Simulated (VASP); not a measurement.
# C (Pm-3m) in VASP: further runs, part 2 of 3

VASP 6.6.1. The steps go on from the part before.

### 3 Single point, PBEsol (volume scaled by 0.96)

The input, INCAR:

```
SYSTEM = C
PREC = Accurate ; ENCUT = 520
EDIFF = 1E-7 ; ISMEAR = -1
SIGMA = 0.1 ; LREAL = .FALSE.
LASPH = .TRUE. ; NELM = 60
ALGO = Normal ; ISIF = 2
LWAVE = .FALSE. ; LCHARG = .TRUE.
GGA = PS ; LELF = .TRUE.
LVHAR = .TRUE. ; NBANDS = 8
```

The input, KPOINTS:

```
Automatic mesh
0
G
  20 20 20
  0 0 0
```

The input, POSCAR:

```
C
1.0
    1.7312519022      0.0000000000      0.0000000000
    0.0000000000      1.7312519022      0.0000000000
    0.0000000000      0.0000000000      1.7312519022
C
1
Direct
    0.0000000000      0.0000000000      0.0000000000
```

Potentials or basis: VASP PAW PBE potentials, release 64 (C).

Run with:

```bash
> cat potpaw_PBE.64/C/POTCAR > POTCAR
> mpirun -np 1 vasp_std > vasp.out
```

OUTCAR:

```text
SYSTEM = C
   PREC = Accurate
   ENCUT = 520
   EDIFF = 1E-7
   ISMEAR = -1
   LREAL = .FALSE.
   LASPH = .TRUE.
   NELM = 60
   ISIF = 2
   GGA = PS

 ion  position               nearest neighbor table
   1  0.000  0.000  0.000-

  LATTYP: Found a simple cubic cell.
 ALAT       =     1.7312519022

  Lattice vectors:

 A1 = (   1.7312519022,   0.0000000000,   0.0000000000)
 A2 = (   0.0000000000,   1.7312519022,   0.0000000000)
 A3 = (   0.0000000000,   0.0000000000,   1.7312519022)

Analysis of symmetry for initial positions (statically):
=====================================================================
 Subroutine PRICEL returns:
 Original cell was already a primitive cell.

 Routine SETGRP: Setting up the symmetry group for a
 simple cubic supercell.

 Subroutine GETGRP returns: Found 48 space group operations
 (whereof 48 operations were pure point group operations)
 out of a pool of 48 trial point group operations.

The static configuration has the point symmetry O_h .

Analysis of symmetry for dynamics (positions and initial velocities):
=====================================================================
 Subroutine PRICEL returns:
 Original cell was already a primitive cell.

 Routine SETGRP: Setting up the symmetry group for a
 simple cubic supercell.

 Subroutine GETGRP returns: Found 48 space group operations
 (whereof 48 operations were pure point group operations)
 out of a pool of 48 trial point group operations.

The dynamic configuration has the point symmetry O_h .

 Subroutine INISYM returns: Found 48 space group operations
 (whereof 48 operations are pure point group operations),
 and found     1 'primitive' translations

----------------------------------------------------------------------------------------

                                     Primitive cell
[... 108 lines left out ...]
     AMIX     =   0.40;   BMIX     =  1.00
     AMIX_MAG =   1.60;   BMIX_MAG =  1.00
  volume/ion in A,a.u.               =       5.19        35.02
  Fermi-wavevector in a.u.,A,eV,Ry     =   1.501071  2.836613 30.656839  2.253214
  Thomas-Fermi vector in A             =   2.612489
   LORBIT       =      0    0 simple, 1 ext, 2 COOP (PROOUT), +10 PAW based schemes
   GGA     = PS    functional components
   LHFCALC =     F    Hartree Fock is set to
   AEXX    =    0.0000 exact exchange contribution
   IVDW    =     0    specifies the selected vdW correction
   LEPSILON=     F    determine dielectric tensor
   LRPA    =     F    only Hartree local field effects (RPA)
 non-spin polarized calculation
  energy-cutoff  :      520.00
  volume of cell :        5.19
 maximum number of plane-waves:       150
 NGX is ok and might be reduce to    14
   NGX =  7   NGY =  7   NGZ =  7

 number of electron       4.0000001 magnetization

 Free energy of the ion-electron system (eV)
  ---------------------------------------------------
  ext. energy  EPLUGINS =         0.00000000
  ---------------------------------------------------
  free energy    TOTEN  =        -7.03967964 eV

  energy without entropy =       -7.02789655  energy(sigma->0) =       -7.03378810

 E-fermi :  12.0264     XC(G=0): -14.2950

 val. band max:       12.0138400503   @ k =   0.3000   0.3000   0.3000
 cond. band min:      12.0316279462   @ k =   0.5000   0.4000   0.1500
 fundamental gap:      0.0177878959
 Fermi energy:        12.0263667454

 k-point     1 :       0.0000    0.0000    0.0000
  band No.  band energies     occupation
      1     -11.2556      2.00000
      2      21.9425      0.00000
      3      21.9425      0.00000
      4      21.9425      0.00000
      5      38.2296      0.00000
      6      38.2296      0.00000
      7      44.7542      0.00000
      8      70.4445      0.00000
[... 243 lines left out ...]
 k-point    24 :       0.2000    0.1000    0.0000
  band No.  band energies     occupation
      1      -9.2088      2.00000
      2      13.9433      0.00000
      3      20.7129      0.00000
      4      23.2896      0.00000
      5      42.1105      0.00000
      6      43.4105      0.00000
      7      48.4233      0.00000
      8      60.6888      0.00000

 [... further k-points ...]

------------------------ aborting loop because EDIFF is reached ----------------------------------------

  FORCE on cell =-STRESS in cart. coord.  units (eV):
  Direction    XX          YY          ZZ          XY          YZ          ZX
  --------------------------------------------------------------------------------------
  -------------------------------------------------------------------------------------
  Total        0.6511787      0.6511787      0.6511787      0.0000000      0.0000000     -0.0000000
  in kB      201.0619946    201.0619946    201.0619946      0.0000000      0.0000000     -0.0000000
  external PRESSURE =     201.0619946 kB  Pullay stress =       0.0000000 kB

 VOLUME and BASIS-vectors are now :
 -----------------------------------------------------------------------------
  energy-cutoff  :      520.00
  volume of cell :        5.19
      direct lattice vectors                 reciprocal lattice vectors
     1.731251902  0.000000000  0.000000000     0.577616694  0.000000000  0.000000000
     0.000000000  1.731251902  0.000000000     0.000000000  0.577616694  0.000000000
     0.000000000  0.000000000  1.731251902     0.000000000  0.000000000  0.577616694

 POSITION                                       TOTAL-FORCE (eV/Angst)
 -----------------------------------------------------------------------------------
      0.00000      0.00000      0.00000         0.000000      0.000000      0.000000
 -----------------------------------------------------------------------------------
    total drift:                               -0.000000     -0.000000     -0.000000

  FREE ENERGIE OF THE ION-ELECTRON SYSTEM (eV)
  ---------------------------------------------------
  free  energy   TOTEN  =        -7.0396796447 eV

  energy  without entropy=       -7.0278965488  energy(sigma->0) =       -7.03378810
```

stdout:

```text
POSCAR found type information on POSCAR C
 POSCAR found :  1 types and       1 ions
 scaLAPACK will be used
 -----------------------------------------------------------------------------
|                                                                             |
|                                                                             |
|     You enforced a specific xc type in the INCAR file but a different       |
|     I HOPE YOU KNOW WHAT YOU ARE DOING!                                     |
|                                                                             |
 -----------------------------------------------------------------------------

 LDA part: xc-table for (Slater+PW92), standard interpolation
 POSCAR, INCAR and KPOINTS ok, starting setup
 FFT: planning ... GRIDC
 FFT: planning ... GRID_SOFT
 FFT: planning ... GRID
 WAVECAR not read
 entering main loop
```

Wall time 3.5 s (1 thread of Intel Xeon 6975P-C, shared host); peak memory 0.11 GiB.

Results:

```yaml
Free_energy: -7.0397 eV
Pressure: 20.1 GPa
Band_gap_on_the_k_mesh: zero (band 2 reaches 21.94 eV, above the bottom of band 3 at 9.73 eV)
```

Caveat: the PAW data sets were made with another functional, which shifts forces and pressure a little.

### 4 Single point, PBEsol (volume scaled by 1.04)

The input, INCAR:

```
SYSTEM = C
PREC = Accurate
ENCUT = 520
EDIFF = 1E-7
ISMEAR = -1
SIGMA = 0.1
LREAL = .FALSE.
LASPH = .TRUE.
NELM = 60
ALGO = Normal
ISIF = 2
LWAVE = .FALSE.
LCHARG = .FALSE.
GGA = PS
NBANDS = 8
```

The input, KPOINTS:

```
regular mesh
0
G
  20 20 20
  0 0 0
```

The input, POSCAR:

```
C
1.0
    1.7780649962      0.0000000000      0.0000000000
    0.0000000000      1.7780649962      0.0000000000
    0.0000000000      0.0000000000      1.7780649962
C
1
Direct
    0.0000000000      0.0000000000      0.0000000000
```

Potentials or basis: VASP PAW PBE potentials, release 64 (C).

Run with:

```bash
> cat potpaw_PBE.64/C/POTCAR > POTCAR
> mpirun -np 1 vasp_std > vasp.out
```

OUTCAR:

```text
SYSTEM = C
   PREC = Accurate
   ENCUT = 520
   EDIFF = 1E-7
   ISMEAR = -1
   LREAL = .FALSE.
   LASPH = .TRUE.
   NELM = 60
   ISIF = 2
   GGA = PS

 ion  position               nearest neighbor table
   1  0.000  0.000  0.000-

  LATTYP: Found a simple cubic cell.
 ALAT       =     1.7780649962

  Lattice vectors:

 A1 = (   1.7780649962,   0.0000000000,   0.0000000000)
 A2 = (   0.0000000000,   1.7780649962,   0.0000000000)
 A3 = (   0.0000000000,   0.0000000000,   1.7780649962)

Analysis of symmetry for initial positions (statically):
=====================================================================
 Subroutine PRICEL returns:
 Original cell was already a primitive cell.

 Routine SETGRP: Setting up the symmetry group for a
 simple cubic supercell.

 Subroutine GETGRP returns: Found 48 space group operations
 (whereof 48 operations were pure point group operations)
 out of a pool of 48 trial point group operations.

The static configuration has the point symmetry O_h .

Analysis of symmetry for dynamics (positions and initial velocities):
=====================================================================
 Subroutine PRICEL returns:
 Original cell was already a primitive cell.

 Routine SETGRP: Setting up the symmetry group for a
 simple cubic supercell.

 Subroutine GETGRP returns: Found 48 space group operations
 (whereof 48 operations were pure point group operations)
 out of a pool of 48 trial point group operations.

The dynamic configuration has the point symmetry O_h .

 Subroutine INISYM returns: Found 48 space group operations
 (whereof 48 operations are pure point group operations),
 and found     1 'primitive' translations

----------------------------------------------------------------------------------------

                                     Primitive cell

  volume of cell :       5.6214

  direct lattice vectors                    reciprocal lattice vectors
     1.778064996  0.000000000  0.000000000     0.562409137  0.000000000  0.000000000
     0.000000000  1.778064996  0.000000000     0.000000000  0.562409137  0.000000000
     0.000000000  0.000000000  1.778064996     0.000000000  0.000000000  0.562409137

  length of vectors
     1.778064996  1.778064996  1.778064996     0.562409137  0.562409137  0.562409137

  position of ions in fractional coordinates (direct lattice)
     0.000000000  0.000000000  0.000000000

  ion indices of the primitive-cell ions
   primitive index   ion index
                 1           1

----------------------------------------------------------------------------------------

 KPOINTS: regular mesh

Automatic generation of k-mesh.
 Grid dimensions read from file:
 generate k-points for:   20   20   20

 Generating k-lattice:

  Cartesian coordinates                     Fractional coordinates (reciprocal lattice)
     0.028120457  0.000000000  0.000000000     0.050000000  0.000000000  0.000000000
     0.000000000  0.028120457  0.000000000     0.000000000  0.050000000  0.000000000
     0.000000000  0.000000000  0.028120457     0.000000000  0.000000000  0.050000000

  Length of vectors
     0.028120457  0.028120457  0.028120457

  Shift w.r.t. Gamma in fractional coordinates (k-lattice)
     0.000000000  0.000000000  0.000000000

 Subroutine IBZKPT returns following result:
 ===========================================

 Found    286 irreducible k-points:

 Following reciprocal coordinates:
            Coordinates               Weight
  0.000000  0.000000  0.000000      1.000000
  0.050000  0.000000  0.000000      6.000000
  0.100000  0.000000  0.000000      6.000000
  0.150000  0.000000  0.000000      6.000000
  0.200000  0.000000  0.000000      6.000000
  0.250000  0.000000  0.000000      6.000000
[... 16 lines left out ...]
  0.150000  0.100000  0.000000     24.000000
  0.200000  0.100000  0.000000     24.000000
 [... further k-points ...]
   k-points           NKPTS =    286   k-points in BZ     NKDIM =    286   number of bands    NBANDS=      8
   number of dos      NEDOS =    301   number of ions     NIONS =      1
   total plane-waves  NPLWV =   2744
   dimension x,y,z NGX =    14 NGY =   14 NGZ =   14
   dimension x,y,z NGXF=    28 NGYF=   28 NGZF=   28
   ions per type =               1
   NGX,Y,Z   is equivalent  to a cutoff of  13.09, 13.09, 13.09 a.u.
   NGXF,Y,Z  is equivalent  to a cutoff of  26.18, 26.18, 26.18 a.u.
 SYSTEM =  C
   PREC   = accura    normal or accurate (medium, high low for compatibility)
   ISTART =      0    job   : 0-new  1-cont  2-samecut
   ICHARG =      2    charge: 1-file 2-atom 10-const
   ISPIN  =      1    spin polarized calculation?
   LNONCOLLINEAR =      F non collinear calculations
   LSORBIT =      F    spin-orbit coupling
   LASPH  =      T    aspherical Exc in radial PAW
   ENCUT  =  520.0 eV  38.22 Ry    6.18 a.u.   3.31  3.31  3.31*2*pi/ulx,y,z
   NELM   =     60;   NELMIN=  2; NELMDL= -5     # of ELM steps
   EDIFF  = 0.1E-06   stopping-criterion for ELM
   LREAL  =      F    real-space projection
   EDIFFG = 0.1E-05   stopping-criterion for IOM
   NSW    =      0    number of steps for IOM
   IBRION =     -1    ionic relax: 0-MD 1-quasi-New 2-CG
   NFREE  =      0    steps in history (QN), initial steepest desc. (CG)
   ISIF   =      2    stress and relaxation
   ISYM   =      2    0-nonsym 1-usesym 2-fastsym
   POTIM  = 0.5000    time-step for ionic-motion
   TEBEG  =    0.0;   TEEND  =   0.0 temperature during run
   PSTRESS=    0.0 pullay stress
   NELECT =       4.0000    total number of electrons
   NUPDOWN=      -1.0000    fix difference up-down
   EMIN   =  10.00;   EMAX   =-10.00  energy-range for DOS
   EFERMI =   0.00;   METHOD = LEGACY
   ISMEAR =    -1;   SIGMA  =   0.10  broadening in eV -4-tet -1-fermi 0-gaus
   EFERMI_NEDOS =   21; number of points for ismear=-14 and -15
   IALGO  =     38    algorithm
   IMIX   =      4    mixing-type and parameters
     AMIX     =   0.40;   BMIX     =  1.00
     AMIX_MAG =   1.60;   BMIX_MAG =  1.00
  volume/ion in A,a.u.               =       5.62        37.93
  Fermi-wavevector in a.u.,A,eV,Ry     =   1.461551  2.761930 29.063816  2.136130
  Thomas-Fermi vector in A             =   2.577869
   LORBIT       =      0    0 simple, 1 ext, 2 COOP (PROOUT), +10 PAW based schemes
   GGA     = PS    functional components
   LHFCALC =     F    Hartree Fock is set to
   AEXX    =    0.0000 exact exchange contribution
   IVDW    =     0    specifies the selected vdW correction
   LEPSILON=     F    determine dielectric tensor
   LRPA    =     F    only Hartree local field effects (RPA)
 non-spin polarized calculation
  energy-cutoff  :      520.00
  volume of cell :        5.62
 maximum number of plane-waves:       160
 NGX is ok and might be reduce to    14
   NGX =  7   NGY =  7   NGZ =  7

 number of electron       4.0000000 magnetization

 Free energy of the ion-electron system (eV)
  ---------------------------------------------------
  ext. energy  EPLUGINS =         0.00000000
  ---------------------------------------------------
  free energy    TOTEN  =        -7.05376877 eV

  energy without entropy =       -7.04241097  energy(sigma->0) =       -7.04808987

 E-fermi :  10.6363     XC(G=0): -13.8988

 val. band max:       10.6159565746   @ k =   0.4500   0.4000   0.2000
 cond. band min:      10.6443185093   @ k =   0.5000   0.4000   0.2000
 fundamental gap:      0.0283619347
 Fermi energy:        10.6363211920

 k-point     1 :       0.0000    0.0000    0.0000
  band No.  band energies     occupation
      1     -11.3116      2.00000
      2      19.9983      0.00000
      3      19.9983      0.00000
      4      19.9983      0.00000
      5      36.1111      0.00000
      6      36.1111      0.00000
      7      41.4048      0.00000
      8      66.2927      0.00000
[... 243 lines left out ...]
 k-point    24 :       0.2000    0.1000    0.0000
  band No.  band energies     occupation
      1      -9.3650      2.00000
      2      12.5952      0.00000
      3      18.8456      0.00000
      4      21.2271      0.00000
      5      39.6241      0.00000
      6      40.4609      0.00000
      7      45.4059      0.00000
      8      57.1839      0.00000

 [... further k-points ...]

------------------------ aborting loop because EDIFF is reached ----------------------------------------

  FORCE on cell =-STRESS in cart. coord.  units (eV):
  Direction    XX          YY          ZZ          XY          YZ          ZX
  --------------------------------------------------------------------------------------
  -------------------------------------------------------------------------------------
  Total       -0.2917731     -0.2917731     -0.2917731     -0.0000000      0.0000000      0.0000000
  in kB      -83.1597146    -83.1597146    -83.1597146     -0.0000000      0.0000000      0.0000000
  external PRESSURE =     -83.1597146 kB  Pullay stress =       0.0000000 kB

 VOLUME and BASIS-vectors are now :
 -----------------------------------------------------------------------------
  energy-cutoff  :      520.00
  volume of cell :        5.62
      direct lattice vectors                 reciprocal lattice vectors
     1.778064996  0.000000000  0.000000000     0.562409137  0.000000000  0.000000000
     0.000000000  1.778064996  0.000000000     0.000000000  0.562409137  0.000000000
     0.000000000  0.000000000  1.778064996     0.000000000  0.000000000  0.562409137

 POSITION                                       TOTAL-FORCE (eV/Angst)
 -----------------------------------------------------------------------------------
      0.00000      0.00000      0.00000         0.000000      0.000000      0.000000
 -----------------------------------------------------------------------------------
    total drift:                               -0.000000     -0.000000     -0.000000

  FREE ENERGIE OF THE ION-ELECTRON SYSTEM (eV)
  ---------------------------------------------------
  free  energy   TOTEN  =        -7.0537687673 eV

  energy  without entropy=       -7.0424109705  energy(sigma->0) =       -7.04808987
```

OSZICAR:

```text
N       E                     dE             d eps       ncg     rms          rms(c)
DAV:   1    -0.541644955079E+01   -0.54164E+01   -0.26328E+03  5272   0.501E+02
DAV:   2    -0.706568339733E+01   -0.16492E+01   -0.15491E+01  5888   0.297E+01
DAV:   3    -0.706975005991E+01   -0.40667E-02   -0.40634E-02  5472   0.150E+00
DAV:   4    -0.706975072728E+01   -0.66738E-06   -0.66622E-06  6744   0.178E-02
DAV:   5    -0.706975072757E+01   -0.28371E-09   -0.10695E-09  5400   0.119E-04    0.197E+00
DAV:   6    -0.705742516568E+01    0.12326E-01   -0.77884E-03  5168   0.544E-01    0.120E+00
DAV:   7    -0.705377801076E+01    0.36472E-02   -0.10891E-02  5184   0.675E-01    0.105E-01
DAV:   8    -0.705376904627E+01    0.89645E-05   -0.13130E-04  5144   0.874E-02    0.153E-02
DAV:   9    -0.705376843307E+01    0.61320E-06   -0.64254E-06  6064   0.172E-02    0.742E-03
DAV:  10    -0.705376880147E+01   -0.36840E-06   -0.19291E-07  5280   0.352E-03    0.714E-04
DAV:  11    -0.705376876733E+01    0.34130E-07   -0.15181E-09  2760   0.332E-04
   1 F= -.70537688E+01 E0= -.70480899E+01  d E =-.113578E-01
```

stdout:

```text
POSCAR found type information on POSCAR C
 POSCAR found :  1 types and       1 ions
 scaLAPACK will be used
 -----------------------------------------------------------------------------
|                                                                             |
|                                                                             |
|     You enforced a specific xc type in the INCAR file but a different       |
|     I HOPE YOU KNOW WHAT YOU ARE DOING!                                     |
|                                                                             |
 -----------------------------------------------------------------------------

 LDA part: xc-table for (Slater+PW92), standard interpolation
 POSCAR, INCAR and KPOINTS ok, starting setup
 FFT: planning ... GRIDC
 FFT: planning ... GRID_SOFT
 FFT: planning ... GRID
 WAVECAR not read
 entering main loop
```

Wall time 4 s (1 thread of Intel Xeon 6975P-C, shared host); peak memory 0.11 GiB.

Results:

| Quantity | Value |
| --- | --- |
| Free energy | -7.0538 eV |
| Pressure | -8.3 GPa |
| Band gap on the k mesh | zero (band 2 reaches 20.00 eV, above the bottom of band 3 at 7.98 eV) |

Caveat: the PAW data sets were made with another functional, which shifts forces and pressure a little.

(Part 2 of 3 ends here.)
